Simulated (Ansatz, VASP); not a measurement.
Two plane-wave programs on S

```xyz
1
Lattice="1.7969 1.0375 1.4669 -1.7969 1.0375 1.4669 0.0000 -2.0749 1.4669" Properties=species:S:1:pos:R:3 pbc="T T T"
S     0.0000    0.0000    0.0000
```

Alike in both runs: functional PBEsol; k mesh 14 × 14 × 14; occupations fermi-dirac, width 0.1 eV; no spin polarisation.

Ansatz relaxed the structure, and its values are those at the end. VASP's run is a single point on that final structure, the one shown.

|  | VASP | Ansatz |
| --- | --- | --- |
| version | VASP 6.6.1 | Ansatz 0.2.0 |
| potentials or method | VASP PAW PBE potentials, release 64 (S), cutoff 500 eV | plane waves, PAW |
| valence electrons in the cell | 6 | 6 |

|  | VASP | Ansatz | Ansatz less VASP |
| --- | --- | --- | --- |
| pressure (GPa) | 0.1 | 0.0 | -0.10 |

VASP's potentials were made for PBE, not for PBEsol.
